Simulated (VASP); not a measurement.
Crystal: Mg2Ti2O3.

```
CELL_PARAMETERS angstrom
2.97501 0.01114 -0.03607
-1.47785 2.52265 0.01831
-0.12404 0.00109 10.18162
ATOMIC_POSITIONS crystal
Mg 0.30672 0.61585 0.12112
Mg 0.70545 0.27107 0.89914
Ti 0.58524 0.31978 0.40956
Ti 0.37579 0.64035 0.62026
O 0.99766 0.09625 0.24879
O 0.01211 0.01252 0.73851
O 0.01704 0.04418 0.96262
```

```yaml
Program: VASP 6.6.1
Task: relaxation of cell and atoms
Functional: PBE
Potentials_or_basis: VASP PAW PBE potentials, release 64 (Mg, Ti_sv, O)
Cutoff: 600 eV
k_mesh: 12 × 12 × 2
Occupations: gaussian, width 0.2 eV
Spin: no spin polarisation
```

At the start: pressure 22.9 GPa; volume 10.94 Å³/atom.

Task: How do energy, volume and symmetry change on relaxing?

Result: Over 34 steps the energy falls by 614.1 meV/atom and the volume is 10.92 Å³/atom (-0.2 %); space group P1 (No. 1, to 0.1 Å) before, P-3m1 (No. 164, to 0.1 Å).

Step by step:
| step | energy change (eV) | largest force (eV/Å) | pressure (GPa) | volume (Å³) |
| --- | --- | --- | --- | --- |
| 1 | 0.0000 | 15.5014 | 22.89 | 76.57 |
| 2 | -2.2073 | 2.0564 | -16.54 | 94.77 |
| 3 | -2.6737 | 1.4941 | -15.28 | 92.20 |
| 4 | -2.8884 | 1.4500 | -14.09 | 90.58 |
| 5 | -3.1826 | 1.5779 | -9.47 | 86.24 |
| 6 | -3.1087 | 3.0311 | -1.38 | 81.34 |
| 7 | -3.2118 | 2.0568 | -7.40 | 84.74 |
| 8 | -3.9024 | 1.3215 | -2.57 | 79.51 |
| 9 | -3.9784 | 1.2975 | 1.50 | 77.18 |
| 10 | -4.1518 | 0.5410 | 0.48 | 77.12 |
| 11 | -4.1726 | 0.5920 | 0.33 | 77.09 |
| 12 | -4.2340 | 0.2980 | -0.63 | 77.34 |
| 13 | -4.2446 | 0.2968 | -1.03 | 77.49 |
| 14 | -4.2604 | 0.2170 | 0.60 | 76.59 |
| 15 | -4.2614 | 0.2196 | 1.17 | 76.30 |
| 16 | -4.2708 | 0.1271 | -0.02 | 76.76 |
| 17 | -4.2709 | 0.1309 | -0.13 | 76.80 |
| 18 | -4.2737 | 0.1265 | -0.07 | 76.76 |
| 19 | -4.2747 | 0.1854 | -0.01 | 76.72 |
| 20 | -4.2764 | 0.1581 | 0.00 | 76.70 |
| 21 | -4.2803 | 0.1108 | 0.05 | 76.63 |
| 22 | -4.2809 | 0.2072 | 0.19 | 76.49 |
| 23 | -4.2819 | 0.1429 | 0.12 | 76.56 |
| 24 | -4.2848 | 0.1392 | -0.02 | 76.59 |
| 25 | -4.2870 | 0.1353 | -0.25 | 76.66 |
| 26 | -4.2902 | 0.1065 | 0.02 | 76.51 |
| 27 | -4.2915 | 0.1221 | 0.36 | 76.34 |
| 28 | -4.2949 | 0.0871 | -0.15 | 76.55 |
| 29 | -4.2955 | 0.1027 | -0.45 | 76.69 |
| 30 | -4.2978 | 0.0572 | 0.12 | 76.39 |
| 31 | -4.2978 | 0.0576 | 0.19 | 76.36 |
| 32 | -4.2985 | 0.0334 | -0.04 | 76.47 |
| 33 | -4.2985 | 0.0313 | -0.07 | 76.48 |
| 34 | -4.2986 | 0.0192 | 0.04 | 76.43 |

Final structure:
```yaml
crystal:
  lattice:
    - [2.94872, -0.00066, 0.00419]
    - [-1.47297, 2.55462, 0.00060]
    - [0.01559, 0.00463, 10.14761]
  atoms:
    - { symbol: Mg, position: [0.33643, 0.66623, 0.12852] }
    - { symbol: Mg, position: [0.66369, 0.33074, 0.87136] }
    - { symbol: Ti, position: [0.66887, 0.33671, 0.39206] }
    - { symbol: Ti, position: [0.33117, 0.66807, 0.60793] }
    - { symbol: O, position: [0.00463, 0.00449, 0.25558] }
    - { symbol: O, position: [0.99519, 0.99993, 0.74447] }
    - { symbol: O, position: [0.00003, 0.99382, 0.00007] }
```
